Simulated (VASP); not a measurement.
Here is a VASP 6.6.1 calculation.

The input INCAR:

```
PREC = Accurate
ENCUT = 500
EDIFF = 1E-6
ISMEAR = 0
SIGMA = 0.03
LREAL = F
LASPH = T
NELM = 120
ALGO = Normal
ISIF = 2
LWAVE = F
LCHARG = T
GGA = PE
IVDW = 12
LELF = T
LVHAR = T
NBANDS = 20
GGA_COMPAT = F
```

The input KPOINTS:

```
Automatic mesh
0
Gamma
  12 12 6
```

Contents of POSCAR:

```
SnSe2
1.0
    3.9840000000      0.0000000000      0.0000000000
   -1.9920000000      3.4502452087      0.0000000000
    0.0000000000      0.0000000000      7.3081000000
Sn Se
1 2
Direct
    0.0000000000      0.0000000000      0.0000000000
    0.3333333333      0.6666666667      0.2651331237
    0.6666666667      0.3333333333      0.7348668763
```

Potentials or basis: VASP PAW PBE potentials, release 64 (Sn_d, Se).

Run with:

```sh
$ cat potpaw_PBE.64/Sn_d/POTCAR potpaw_PBE.64/Se/POTCAR > POTCAR
$ mpirun -np 1 vasp_std > vasp.out
```

Problem. Predict the band gap on the k mesh.

Solution. Zero (bands 13 and 14 overlap by 0.44 eV).

Problem. Estimate the dispersion energy per atom.

Solution. -0.275 eV.

Problem. What does it give for the pressure?

Solution. -8.9 GPa.

Problem. Predict the largest force.

Solution. 1.961 eV/Å.

Stress tensor (GPa, compression positive):
```
 -6.32   0.00   0.00
  0.00  -6.32   0.00
  0.00   0.00 -14.13
```

Caveat: the stress differs along the axes, from -14 to -6 GPa; semilocal functionals underestimate gaps, and a narrow one can read as zero; spin-orbit coupling is left out, which moves the levels of the heavy elements; forces of over 1 eV/Å act on the atoms, so gaps and moduli don't describe the material at rest.
